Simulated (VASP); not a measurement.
# Fe3CoGe4 (C2/m) in VASP: single point with PBE

Aim: the single point of Fe3CoGe4 with PBE.

Everything below comes from runs of VASP 6.6.1. Logs are shortened: lines on timing, memory, paths and dates and some standing lists are left out, and cuts for length are marked.

## 1. The cell of the first run

It takes space group C2/m (No. 12, monoclinic). The conventional cell has a = 11.968 Å, b = 3.925 Å, c = 4.892 Å, α = 90.00°, β = 104.69°, γ = 90.00°. Ge (site symmetry m) has 1 Co at 2.41 Å and 5 Fe at 2.44 to 2.69 Å and 9 Ge at 2.73 to 3.55 Å within 3.6 Å. Ge (site symmetry m) has 2 Co at 2.44 Å and 5 Fe at 2.47 to 2.76 Å and 9 Ge at 2.89 to 3.55 Å within 3.6 Å. Fe (site symmetry 2/m) has 2 Co at 2.45 Å and 6 Ge at 2.47 to 2.51 Å and 2 Fe at 2.65 Å within 3.2 Å. Within 3.2 Å of Fe (site symmetry m) lie 7 Ge at 2.44 to 2.76 Å and 3 Fe at 2.46 to 2.65 Å and 1 Co at 2.72 Å. Within 3.2 Å of Co (site symmetry 2/m) lie 6 Ge at 2.41 to 2.44 Å and 4 Fe at 2.45 to 2.72 Å.

## 2. Single point, PBE, collinear spin, ferromagnetic start

INCAR reads:

```
PREC     = Accurate       # precision mode
ENCUT    = 520            # plane-wave cutoff, eV
EDIFF    = 1E-6           # SCF threshold, eV
ISMEAR   = 0              # smearing method
SIGMA    = 0.1            # smearing width, eV
LREAL    = False          # projectors in reciprocal space
LASPH    = True           # aspherical terms in the spheres
NELM     = 150            # most SCF steps
ALGO     = Normal         # electronic algorithm
ISIF     = 2              # what is computed and relaxed
LWAVE    = False          # write WAVECAR
LCHARG   = True           # write CHGCAR
ISPIN    = 2              # spin polarisation
MAGMOM   = 0 0 0 0 2.1 2.1 2.1 0.74 # initial moments
LORBIT   = 11             # projections on sites
LMAXMIX  = 4              # l up to which the mixer works
GGA      = PE             # functional
LELF     = True           # ELF
LVHAR    = True         
NBANDS   = 58             # bands
```

KPOINTS reads:

```
regular mesh
0
Gamma
  6 6 4
```

POSCAR reads:

```
Fe3CoGe4
1.0
    5.9839668000     -1.9624351000      0.0000000000
    5.9839668000      1.9624351000      0.0000000000
   -1.2408901000      0.0000000000      4.7320451000
Ge Fe Co
4 3 1
Direct
    0.1843770000      0.1843770000      0.8431890000
    0.8156230000      0.8156230000      0.1568110000
    0.4293050000      0.4293050000      0.6992490000
    0.5706950000      0.5706950000      0.3007510000
    0.0000000000      0.0000000000      0.0000000000
    0.7935240000      0.7935240000      0.6388480000
    0.2064760000      0.2064760000      0.3611520000
    0.0000000000      0.0000000000      0.5000000000
```

Potentials or basis: VASP PAW PBE potentials, release 64 (Ge_d, Fe, Co).

The run is started by

```bash
> cat potpaw_PBE.64/Ge_d/POTCAR potpaw_PBE.64/Fe/POTCAR potpaw_PBE.64/Co/POTCAR > POTCAR
> mpirun -np 1 vasp_std > vasp.out
```

OUTCAR:

```text
PREC = Accurate
   ENCUT = 520
   EDIFF = 1E-6
   ISMEAR = 0
   LREAL = False
   LASPH = True
   NELM = 150
   ISIF = 2
   ISPIN = 2
   LORBIT = 11
   GGA = PE

 ion  position               nearest neighbor table
   1  0.184  0.184  0.843-   8 2.41   7 2.44   7 2.48   5 2.51   6 2.69   6 2.69   2 2.73   2 2.73

   2  0.816  0.816  0.157-   8 2.41   6 2.44   6 2.48   5 2.51   7 2.69   7 2.69   1 2.73   1 2.73

   3  0.429  0.429  0.699-   8 2.44   8 2.44   5 2.47   5 2.47   6 2.52   6 2.52   7 2.76   4 2.89

   4  0.571  0.571  0.301-   8 2.44   8 2.44   5 2.47   5 2.47   7 2.52   7 2.52   6 2.76   3 2.89

   5  0.000  0.000  0.000-   8 2.45   8 2.45   4 2.47   4 2.47   3 2.47   3 2.47   1 2.51   2 2.51
                             6 2.65   7 2.65
   6  0.794  0.794  0.639-   2 2.44   7 2.46   7 2.46   2 2.48   3 2.52   3 2.52   5 2.65   1 2.69
                             1 2.69   8 2.72   4 2.76
   7  0.206  0.206  0.361-   1 2.44   6 2.46   6 2.46   1 2.48   4 2.52   4 2.52   5 2.65   2 2.69
                             2 2.69   8 2.72   3 2.76
   8  0.000  0.000  0.500-   1 2.41   2 2.41   4 2.44   4 2.44   3 2.44   3 2.44   5 2.45   5 2.45
                             7 2.72   6 2.72

  LATTYP: Found a base centered monoclinic cell.
 ALAT       =    11.9679336000
 B/A-ratio  =     0.3279488616
 C/A-ratio  =     0.4087623263
 COS(beta)  =    -0.2536549178

  Lattice vectors:

 A1 = (   5.9839668000,  -1.9624351000,   0.0000000000)
 A2 = (   5.9839668000,   1.9624351000,   0.0000000000)
 A3 = (  -1.2408901000,   0.0000000000,   4.7320451000)

Analysis of symmetry for initial positions (statically):
=====================================================================
 Subroutine PRICEL returns:
 Original cell was already a primitive cell.

 Routine SETGRP: Setting up the symmetry group for a
 base centered monoclinic supercell.

 Subroutine GETGRP returns: Found  4 space group operations
 (whereof  4 operations were pure point group operations)
 out of a pool of  4 trial point group operations.

The static configuration has the point symmetry C_2h.

Analysis of symmetry for dynamics (positions and initial velocities):
=====================================================================
 Subroutine PRICEL returns:
 Original cell was already a primitive cell.

 Routine SETGRP: Setting up the symmetry group for a
 base centered monoclinic supercell.

 Subroutine GETGRP returns: Found  4 space group operations
 (whereof  4 operations were pure point group operations)
 out of a pool of  4 trial point group operations.

The dynamic configuration has the point symmetry C_2h.

Analysis of structural, dynamic, and magnetic symmetry:
[... 169 lines left out ...]
  energy without entropy =      -50.85198201  energy(sigma->0) =      -50.86284122

 E-fermi :   7.7110     XC(G=0): -12.3605

 val. band max:        7.7063997765   @ k =   0.5000   0.0000   0.5000
 cond. band min:       7.7134325744   @ k =   0.5000   0.1667  -0.0000
 fundamental gap:      0.0070327978
 Fermi energy:         7.7110261978

 spin component 1

 k-point     1 :       0.0000    0.0000    0.0000
  band No.  band energies     occupation
      1     -17.0769      1.00000
      2     -17.0492      1.00000
      3     -17.0178      1.00000
      4     -17.0003      1.00000
      5     -16.9920      1.00000
      6     -16.9861      1.00000
[... 1405 lines left out ...]
     55      12.5278      0.00000
     56      13.3106      0.00000

 [... further k-points ...]

 spin component 2

 k-point     1 :       0.0000    0.0000    0.0000
  band No.  band energies     occupation
      1     -17.0840      1.00000
      2     -17.0561      1.00000
      3     -17.0263      1.00000
      4     -17.0110      1.00000
      5     -17.0070      1.00000
      6     -16.9948      1.00000
[... 1405 lines left out ...]
     55      12.9003      0.00000
     56      13.6582      0.00000

 [... further k-points ...]

 [bands above 56 left out]

------------------------ aborting loop because EDIFF is reached ----------------------------------------

  FORCE on cell =-STRESS in cart. coord.  units (eV):
  Direction    XX          YY          ZZ          XY          YZ          ZX
  --------------------------------------------------------------------------------------
  -------------------------------------------------------------------------------------
  Total        0.1837967     -0.0046613      0.1770951      0.0000000      0.0000000     -0.0024144
  in kB        2.6496286     -0.0671983      2.5530177      0.0000000      0.0000000     -0.0348065
  external PRESSURE =       1.7118160 kB  Pullay stress =       0.0000000 kB

 VOLUME and BASIS-vectors are now :
 -----------------------------------------------------------------------------
  energy-cutoff  :      520.00
  volume of cell :      111.14
      direct lattice vectors                 reciprocal lattice vectors
     5.983966800 -1.962435100  0.000000000     0.083556613 -0.254785496  0.021911155
     5.983966800  1.962435100  0.000000000     0.083556613  0.254785496  0.021911155
    -1.240890100  0.000000000  4.732045100     0.000000000  0.000000000  0.211325120

 POSITION                                       TOTAL-FORCE (eV/Angst)
 -----------------------------------------------------------------------------------
      1.16031      0.00000      3.99001         0.000473      0.000000     -0.007116
      9.56674      0.00000      0.74204        -0.000473      0.000000      0.007116
      4.27020      0.00000      3.30888         0.010115      0.000000     -0.018336
      6.45684      0.00000      1.42317        -0.010115      0.000000      0.018336
      0.00000      0.00000      0.00000        -0.000000      0.000000      0.000000
      8.70410      0.00000      3.02306        -0.001864      0.000000      0.021296
      2.02294      0.00000      1.70899         0.001864      0.000000     -0.021296
     -0.62045      0.00000      2.36602         0.000000      0.000000      0.000000
 -----------------------------------------------------------------------------------
    total drift:                                0.000000      0.000000     -0.000000

  FREE ENERGIE OF THE ION-ELECTRON SYSTEM (eV)
  ---------------------------------------------------
  free  energy   TOTEN  =       -50.8737004369 eV

  energy  without entropy=      -50.8519820085  energy(sigma->0) =      -50.86284122

 total charge

# of ion       s       p       d       tot
------------------------------------------
    1        1.129   1.180  10.073  12.383
    2        1.129   1.180  10.073  12.383
    3        1.121   1.197  10.080  12.399
    4        1.121   1.197  10.080  12.399
    5        0.427   0.545   6.383   7.354
    6        0.412   0.507   6.368   7.286
    7        0.412   0.507   6.368   7.286
    8        0.449   0.554   7.478   8.482
--------------------------------------------------
tot          6.201   6.867  66.905  79.972

 magnetization (x)

# of ion       s       p       d       tot
------------------------------------------
    1        0.001  -0.067  -0.001  -0.067
    2        0.001  -0.067  -0.001  -0.067
    3       -0.004  -0.051  -0.001  -0.056
    4       -0.004  -0.051  -0.001  -0.056
    5        0.010   0.004   1.818   1.831
    6        0.005   0.006   1.972   1.984
    7        0.005   0.006   1.972   1.984
    8       -0.002  -0.008   0.714   0.704
--------------------------------------------------
tot          0.012  -0.228   6.472   6.256
```

Wall time 34 min (1 thread of Oxide Virtual Turin-like, shared host); peak memory 0.61 GiB.

What came out:

```yaml
Free_energy: -50.8737 eV
Pressure: 0.2 GPa
Largest_force: 0.021 eV/Å
Net_moment: 6.23 μB per cell
Site_moments: Ge -0.07, -0.06 (each value once); Fe +1.83, +1.98 (each value once); Co +0.70 μB
Valence_electrons_inside_the_program's_atomic_spheres: Ge 12.38, 12.40 (each value once); Fe 7.35, 7.29 (each value once); Co 8.48
```

Forces in eV/Å, atoms in the order of the input:
```
Ge   0.000  0.000 -0.007
Ge   0.000  0.000  0.007
Ge   0.010  0.000 -0.018
Ge  -0.010  0.000  0.018
Fe   0.000  0.000  0.000
Fe  -0.002  0.000  0.021
Fe   0.002  0.000 -0.021
Co   0.000  0.000  0.000
```

Stress tensor (GPa, compression positive):
```
 0.26  0.00  0.00
 0.00 -0.01  0.00
 0.00  0.00  0.26
```

Levels at points of the mesh, in eV from the Fermi level:
Spin up:
```csv
k point,band 43,band 44,band 45,band 46,band 47,band 48,band 49,band 50,band 51,band 52
"(0.00, 0.00, 0.00)",-1.30,-1.28,-0.69,-0.27,-0.07,0.13,0.78,1.04,1.83,3.92
"(0.50, 0.00, 0.00)",-1.55,-1.34,-1.34,-1.29,-1.20,-0.98,-0.30,0.62,1.32,1.92
"(0.50, 0.50, 0.00)",-1.24,-1.17,-1.14,-0.40,-0.33,0.34,1.43,1.68,1.75,1.87
"(0.00, 0.00, 0.50)",-1.23,-1.04,-0.86,-0.19,0.85,1.09,1.10,2.17,2.44,2.92
"(0.50, 0.00, 0.50)",-1.72,-1.34,-1.24,-1.21,-1.02,-0.76,0.24,0.54,2.11,2.58
"(0.50, 0.50, 0.50)",-1.53,-0.93,-0.12,0.02,0.42,0.47,0.99,2.06,2.80,2.99
```
Spin down:
```csv
k point,band 38,band 39,band 40,band 41,band 42,band 43,band 44,band 45
"(0.00, 0.00, 0.00)",-0.76,-0.54,-0.34,-0.33,0.25,0.36,0.43,0.98
"(0.50, 0.00, 0.00)",-1.22,-1.06,-0.68,-0.62,-0.43,0.05,0.24,0.32
"(0.50, 0.50, 0.00)",-1.01,-1.00,-0.73,-0.55,0.31,0.33,0.53,0.56
"(0.00, 0.00, 0.50)",-1.25,-0.91,-0.59,0.24,0.29,0.42,0.58,0.81
"(0.50, 0.00, 0.50)",-1.18,-1.03,-0.72,-0.56,-0.47,0.00,0.20,0.51
"(0.50, 0.50, 0.50)",-1.05,-0.68,-0.47,-0.37,-0.24,0.26,0.75,1.06
```
